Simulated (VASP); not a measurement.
# Yb (Im-3m) in VASP: further runs

Yb is run at these levels: PBE; tasks: single point.

Program: VASP 6.6.1. These are calculated values, not measurements. Logs are shortened: lines on timing, memory, paths and dates and some standing lists are left out, and cuts for length are marked.

**1. The cell of the first run**

It takes space group Im-3m (No. 229, cubic). The conventional cell has a = 3.890 Å, b = 3.890 Å, c = 3.890 Å, α = 90.00°, β = 90.00°, γ = 90.00°. Yb (site symmetry m-3m) has 14 Yb at 3.37 to 3.89 Å within 4.4 Å.

This isn't the form of Yb at room conditions, which is fcc.

**2. Single point, PBE (29.43 Å³/atom)**

File POSCAR:

```
Yb
1.0
   -1.9449721565      1.9449721565      1.9449721565
    1.9449721565     -1.9449721565      1.9449721565
    1.9449721565      1.9449721565     -1.9449721565
Yb
1
Direct
    0.0000000000      0.0000000000      0.0000000000
```

File INCAR.step1:

```
SYSTEM = Yb
PREC = Accurate
ENCUT = 520
EDIFF = 1E-6
ISMEAR = -1
SIGMA = 0.08
LREAL = .False.
LASPH = .True.
NELM = 60
ALGO = Normal
ISIF = 2
LWAVE = .False.
LCHARG = .True.
LMAXMIX = 6
GGA = PE
NBANDS = 18
```

File KPOINTS.step1:

```
regular mesh
0
Gamma
  14 14 14
  0 0 0
```

File INCAR.step2:

```
SYSTEM = Yb
PREC = Accurate
ENCUT = 520
EDIFF = 1E-6
ISMEAR = -5
SIGMA = 0.08
LREAL = .False.
LASPH = .True.
NELM = 60
ALGO = Normal
ISIF = 2
LWAVE = .False.
LCHARG = .False.
LMAXMIX = 6
GGA = PE
LORBIT = 10
NBANDS = 18
NEDOS = 2001
ICHARG = 11
```

File KPOINTS.step2:

```
regular mesh
0
Gamma
  21 21 21
  0 0 0
```

Potentials or basis: VASP PAW PBE potentials, release 64 (Yb).

Started as:

```
cat potpaw_PBE.64/Yb/POTCAR > POTCAR
cp INCAR.step1 INCAR
cp KPOINTS.step1 KPOINTS
mpirun -np 1 vasp_std > vasp.out
cp INCAR.step2 INCAR
cp KPOINTS.step2 KPOINTS
mpirun -np 1 vasp_std > vasp.out
```

OUTCAR:

```text
SYSTEM = Yb
   PREC = Accurate
   ENCUT = 520
   EDIFF = 1E-6
   ISMEAR = -5
   LREAL = .False.
   LASPH = .True.
   NELM = 60
   ISIF = 2
   GGA = PE
   LORBIT = 10
   ICHARG = 11

 ion  position               nearest neighbor table
   1  0.000  0.000  0.000-

  LATTYP: Found a body centered cubic cell.
 ALAT       =     3.8899443130

  Lattice vectors:

 A1 = (  -1.9449721565,   1.9449721565,   1.9449721565)
 A2 = (   1.9449721565,  -1.9449721565,   1.9449721565)
 A3 = (   1.9449721565,   1.9449721565,  -1.9449721565)

Analysis of symmetry for initial positions (statically):
=====================================================================
 Subroutine PRICEL returns:
 Original cell was already a primitive cell.

 Routine SETGRP: Setting up the symmetry group for a
 body centered cubic supercell.

 Subroutine GETGRP returns: Found 48 space group operations
 (whereof 48 operations were pure point group operations)
 out of a pool of 48 trial point group operations.

The static configuration has the point symmetry O_h .

Analysis of symmetry for dynamics (positions and initial velocities):
=====================================================================
 Subroutine PRICEL returns:
 Original cell was already a primitive cell.

 Routine SETGRP: Setting up the symmetry group for a
 body centered cubic supercell.

 Subroutine GETGRP returns: Found 48 space group operations
 (whereof 48 operations were pure point group operations)
 out of a pool of 48 trial point group operations.

The dynamic configuration has the point symmetry O_h .

 Subroutine INISYM returns: Found 48 space group operations
 (whereof 48 operations are pure point group operations),
 and found     1 'primitive' translations

----------------------------------------------------------------------------------------

                                     Primitive cell

  volume of cell :      29.4307

  direct lattice vectors                    reciprocal lattice vectors
    -1.944972156  1.944972156  1.944972156     0.000000000  0.257073089  0.257073089
     1.944972156 -1.944972156  1.944972156     0.257073089  0.000000000  0.257073089
     1.944972156  1.944972156 -1.944972156     0.257073089  0.257073089  0.000000000

  length of vectors
     3.368790594  3.368790594  3.368790594     0.363556249  0.363556249  0.363556249

  position of ions in fractional coordinates (direct lattice)
     0.000000000  0.000000000  0.000000000

  ion indices of the primitive-cell ions
   primitive index   ion index
                 1           1

----------------------------------------------------------------------------------------

 KPOINTS: regular mesh

Automatic generation of k-mesh.
 Grid dimensions read from file:
 generate k-points for:   21   21   21

 Generating k-lattice:

  Cartesian coordinates                     Fractional coordinates (reciprocal lattice)
     0.000000000  0.012241576  0.012241576     0.047619048  0.000000000  0.000000000
     0.012241576  0.000000000  0.012241576     0.000000000  0.047619048  0.000000000
     0.012241576  0.012241576  0.000000000     0.000000000  0.000000000  0.047619048

  Length of vectors
     0.017312202  0.017312202  0.017312202

  Shift w.r.t. Gamma in fractional coordinates (k-lattice)
     0.000000000  0.000000000  0.000000000

 TETIRR: Found  10986 inequivalent tetrahedra from    55566

 Subroutine IBZKPT returns following result:
 ===========================================

 Found    286 irreducible k-points:

 Following reciprocal coordinates:
            Coordinates               Weight
  0.000000  0.000000  0.000000      1.000000
  0.047619  0.000000  0.000000     12.000000
  0.095238  0.000000  0.000000     12.000000
  0.142857  0.000000  0.000000     12.000000
  0.190476  0.000000  0.000000     12.000000
  0.238095  0.000000  0.000000     12.000000
[... 16 lines left out ...]
  0.142857  0.095238  0.000000     48.000000
  0.190476  0.095238  0.000000     48.000000
 [... further k-points ...]
   k-points           NKPTS =    286   k-points in BZ     NKDIM =    286   number of bands    NBANDS=     18
   number of dos      NEDOS =   2001   number of ions     NIONS =      1
   total plane-waves  NPLWV =  21952
   dimension x,y,z NGX =    28 NGY =   28 NGZ =   28
   dimension x,y,z NGXF=    56 NGYF=   56 NGZF=   56
   ions per type =               1
   NGX,Y,Z   is equivalent  to a cutoff of  13.82, 13.82, 13.82 a.u.
   NGXF,Y,Z  is equivalent  to a cutoff of  27.64, 27.64, 27.64 a.u.
 SYSTEM =  Yb
   PREC   = accura    normal or accurate (medium, high low for compatibility)
   ISTART =      0    job   : 0-new  1-cont  2-samecut
   ICHARG =     11    charge: 1-file 2-atom 10-const
   ISPIN  =      1    spin polarized calculation?
   LNONCOLLINEAR =      F non collinear calculations
   LSORBIT =      F    spin-orbit coupling
   LASPH  =      T    aspherical Exc in radial PAW
   ENCUT  =  520.0 eV  38.22 Ry    6.18 a.u.   6.26  6.26  6.26*2*pi/ulx,y,z
   NELM   =     60;   NELMIN=  2; NELMDL=  0     # of ELM steps
   EDIFF  = 0.1E-05   stopping-criterion for ELM
   LREAL  =      F    real-space projection
[... 7 lines left out ...]
   TEBEG  =    0.0;   TEEND  =   0.0 temperature during run
   PSTRESS=    0.0 pullay stress
   NELECT =      24.0000    total number of electrons
   NUPDOWN=      -1.0000    fix difference up-down
   EMIN   =  10.00;   EMAX   =-10.00  energy-range for DOS
   EFERMI =   0.00;   METHOD = LEGACY
   ISMEAR =    -5;   SIGMA  =   0.08  broadening in eV -4-tet -1-fermi 0-gaus
   EFERMI_NEDOS =   21; number of points for ismear=-14 and -15
   IALGO  =     38    algorithm
   IMIX   =      4    mixing-type and parameters
     AMIX     =   0.40;   BMIX     =  1.00
     AMIX_MAG =   1.60;   BMIX_MAG =  1.00
  volume/ion in A,a.u.               =      29.43       198.61
  Fermi-wavevector in a.u.,A,eV,Ry     =   1.529485  2.890307 31.828436  2.339324
  Thomas-Fermi vector in A             =   2.637099
   LORBIT       =     10    0 simple, 1 ext, 2 COOP (PROOUT), +10 PAW based schemes
   GGA     = PE    functional components
   LHFCALC =     F    Hartree Fock is set to
   AEXX    =    0.0000 exact exchange contribution
   IVDW    =     0    specifies the selected vdW correction
   LEPSILON=     F    determine dielectric tensor
   LRPA    =     F    only Hartree local field effects (RPA)
 non-spin polarized calculation
 Fermi weights with tetrahedron method with Bloechl corrections
  energy-cutoff  :      520.00
  volume of cell :       29.43
 maximum number of plane-waves:       806
 NGX is ok and might be reduce to    28

 number of electron      24.0000011 magnetization

 Free energy of the ion-electron system (eV)
  ---------------------------------------------------
  ext. energy  EPLUGINS =         0.00000000
  ---------------------------------------------------
  free energy    TOTEN  =        -3.52162901 eV

  energy without entropy =       -3.52162901  energy(sigma->0) =       -3.52162901

 E-fermi :   2.1332     XC(G=0): -10.3648

 val. band max:        2.1609261734   @ k =  -0.4286  -0.4286   0.1905
 cond. band min:       2.1260638882   @ k =  -0.4286  -0.4286   0.2381
 fundamental gap:     -0.0348622852
 Fermi energy:         2.1331876529

 k-point     1 :       0.0000    0.0000    0.0000
  band No.  band energies     occupation
      1     -49.4007      2.00000
      2     -21.4121      2.00000
      3     -21.4121      2.00000
      4     -21.4121      2.00000
      5      -3.3217      2.00000
      6       1.6442      2.00000
[... 10 lines left out ...]
     17       7.6168      0.00000
     18      14.1338      0.00000

 k-point     2 :       0.0476    0.0000    0.0000
  band No.  band energies     occupation
      1     -49.3997      2.00000
      2     -21.4276      2.00000
      3     -21.4168      2.00000
      4     -21.4122      2.00000
      5      -3.2520      2.00000
      6       1.6442      2.00000
[... 10 lines left out ...]
     17       7.6153      0.00000
     18      14.2805      0.00000

 k-point     3 :       0.0952    0.0000    0.0000
  band No.  band energies     occupation
      1     -49.3968      2.00000
      2     -21.4724      2.00000
      3     -21.4305      2.00000
      4     -21.4124      2.00000
      5      -3.0466      2.00000
      6       1.6442      2.00000
[... 10 lines left out ...]
     17       7.6153      0.00000
     18      14.4575      0.00000

 k-point     4 :       0.1429    0.0000    0.0000
  band No.  band energies     occupation
      1     -49.3923      2.00000
      2     -21.5417      2.00000
      3     -21.4519      2.00000
      4     -21.4128      2.00000
      5      -2.7163      2.00000
      6       1.6447      2.00000
[... 10 lines left out ...]
     17       7.6280      0.00000
     18      14.7792      0.00000

 k-point     5 :       0.1905    0.0000    0.0000
  band No.  band energies     occupation
      1     -49.3864      2.00000
      2     -21.6284      2.00000
      3     -21.4790      2.00000
      4     -21.4134      2.00000
      5      -2.2794      2.00000
      6       1.6463      2.00000
[... 10 lines left out ...]
     17       7.6670      0.00000
     18      14.7862      0.00000

 k-point     6 :       0.2381    0.0000    0.0000
  band No.  band energies     occupation
      1     -49.3799      2.00000
      2     -21.7241      2.00000
      3     -21.5093      2.00000
      4     -21.4140      2.00000
      5      -1.7631      2.00000
      6       1.6500      2.00000
[... 10 lines left out ...]
     17       7.7440      0.00000
     18      14.4887      0.00000

 k-point     7 :       0.2857    0.0000    0.0000
  band No.  band energies     occupation
      1     -49.3732      2.00000
      2     -21.8198      2.00000
      3     -21.5401      2.00000
      4     -21.4146      2.00000
      5      -1.2060      2.00000
      6       1.6568      2.00000
[... 10 lines left out ...]
     17       7.8659      0.00000
     18      13.8583      0.00000

 k-point     8 :       0.3333    0.0000    0.0000
  band No.  band energies     occupation
      1     -49.3669      2.00000
      2     -21.9073      2.00000
      3     -21.5687      2.00000
      4     -21.4153      2.00000
      5      -0.6619      2.00000
      6       1.6559      2.00000
[... 10 lines left out ...]
     17       8.5846      0.00000
     18      13.1604      0.00000
[... 229 lines left out ...]
     17       9.8623      0.00000
     18      12.2822      0.00000

 k-point    20 :       0.4286    0.0476    0.0000
  band No.  band energies     occupation
      1     -49.3563      2.00000
      2     -22.0431      2.00000
      3     -21.6192      2.00000
      4     -21.4222      2.00000
      5       0.2776      2.00000
      6       1.6505      2.00000
[... 10 lines left out ...]
     17      10.6031      0.00000
     18      11.9166      0.00000

 k-point    21 :       0.4762    0.0476    0.0000
  band No.  band energies     occupation
      1     -49.3553      2.00000
      2     -22.0562      2.00000
      3     -21.6239      2.00000
      4     -21.4223      2.00000
      5       0.3564      2.00000
      6       1.6499      2.00000
[... 10 lines left out ...]
     17      11.1004      0.00000
     18      11.7792      0.00000

 k-point    22 :       0.0952    0.0952    0.0000
  band No.  band energies     occupation
      1     -49.3897      2.00000
      2     -21.5797      2.00000
      3     -21.4511      2.00000
      4     -21.4267      2.00000
      5      -2.5234      2.00000
      6       1.6423      2.00000
[... 10 lines left out ...]
     17       7.7788      0.00000
     18      14.8273      0.00000

 k-point    23 :       0.1429    0.0952    0.0000
  band No.  band energies     occupation
      1     -49.3841      2.00000
      2     -21.6583      2.00000
      3     -21.4769      2.00000
      4     -21.4312      2.00000
      5      -2.0945      2.00000
      6       1.6420      2.00000
[... 10 lines left out ...]
     17       7.9107      0.00000
     18      15.0448      0.00000

 k-point    24 :       0.1905    0.0952    0.0000
  band No.  band energies     occupation
      1     -49.3779      2.00000
      2     -21.7437      2.00000
      3     -21.5098      2.00000
      4     -21.4335      2.00000
      5      -1.5847      2.00000
      6       1.6429      2.00000
[... 10 lines left out ...]
     17       8.0453      0.00000
     18      14.4965      0.00000

 [... further k-points ...]

------------------------ aborting loop because EDIFF is reached ----------------------------------------

  FORCE on cell =-STRESS in cart. coord.  units (eV):
  Direction    XX          YY          ZZ          XY          YZ          ZX
  --------------------------------------------------------------------------------------
  -------------------------------------------------------------------------------------
  Total       -8.3686215     -8.3686215     -8.3686215      0.0000000      0.0000000     -0.0000000
  in kB     -455.5796891   -455.5796891   -455.5796891      0.0000000      0.0000000     -0.0000000
  external PRESSURE =    -455.5796891 kB  Pullay stress =       0.0000000 kB

 VOLUME and BASIS-vectors are now :
 -----------------------------------------------------------------------------
  energy-cutoff  :      520.00
  volume of cell :       29.43
      direct lattice vectors                 reciprocal lattice vectors
    -1.944972156  1.944972156  1.944972156     0.000000000  0.257073089  0.257073089
     1.944972156 -1.944972156  1.944972156     0.257073089  0.000000000  0.257073089
     1.944972156  1.944972156 -1.944972156     0.257073089  0.257073089  0.000000000

 POSITION                                       TOTAL-FORCE (eV/Angst)
 -----------------------------------------------------------------------------------
      0.00000      0.00000      0.00000        -0.000000      0.000000      0.000000
 -----------------------------------------------------------------------------------
    total drift:                               -0.000000     -0.000000     -0.000000

  FREE ENERGIE OF THE ION-ELECTRON SYSTEM (eV)
  ---------------------------------------------------
  free  energy   TOTEN  =        -3.5216290093 eV

  energy  without entropy=       -3.5216290093  energy(sigma->0) =       -3.52162901

 total charge

# of ion       s       p       d       f       tot
--------------------------------------------------
    1        2.245   5.997   0.378  13.590  22.210
```

It took 6.2 min on 1 thread of AMD EPYC 7R13, shared host; peak memory 0.31 GiB.

What came out:

- Valence electrons inside the program's atomic spheres: Yb 22.21

Caveat: spin-orbit coupling is left out, which moves the levels of the heavy elements. Spin polarisation is off, so any magnetic state and its effect on volume and gap are missing.

(Continued in part 2 of 2.)
